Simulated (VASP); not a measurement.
Wanted: the native input for a VASP 6.6.1 run.

| Item | Value |
| --- | --- |
| Task | single point |
| Functional | LDA |
| Potentials or basis | VASP PAW LDA potentials, release 64 (Cd, S) |
| Cutoff | 520 eV |
| k mesh | 7 × 7 × 4 |
| Occupations | fermi-dirac, width 0.05 eV |
| Spin | no spin polarisation |
| Dipole correction | no |
| Further INCAR settings | ALGO = Normal; EDIFF = 1e-06; NBANDS = 22 |

The structure of Cd2S lies in POSCAR:

```
Cd2S
1.0
    3.9091138886      0.0000000000      0.0000000000
   -1.9545569443      3.3853919338      0.0000000000
    0.0000000000      0.0000000000      5.7306797810
Cd S
2 1
Direct
    0.3333333333      0.6666666667      0.9327170000
    0.6666666667      0.3333333333      0.5787350000
    0.3333333333      0.6666666667      0.3657050000
```

These files were run (other wordings do the same):

INCAR

```
ALGO = Normal ; EDIFF = 1E-6
ENCUT = 520 ; ISIF = 2
ISMEAR = -1 ; LASPH = True
LCHARG = False ; LREAL = False
LWAVE = False ; NBANDS = 22
NELM = 100 ; PREC = Accurate
SIGMA = 0.05
```

KPOINTS

```
k-points
0
Gamma
  7 7 4
```

Potentials or basis: VASP PAW LDA potentials, release 64 (Cd, S).

Launch:

```sh
$ cat potpaw_LDA.64/Cd/POTCAR potpaw_LDA.64/S/POTCAR > POTCAR
$ mpirun -np 1 vasp_std > vasp.out
```

Results of the run:

| Property | Result |
| --- | --- |
| Pressure | -3.1 GPa |
| Largest force | 0.100 eV/Å |
| Band gap on the k mesh | 0.47 eV (least direct gap 0.89 eV) |

Caveat: the cell stands under tension; semilocal functionals underestimate gaps, and a narrow one can read as zero.

Run time: 28 s on 1 thread of AMD EPYC 9R45 96-Core Processor (Zen 5), on a shared host, peak memory 0.16 GiB.
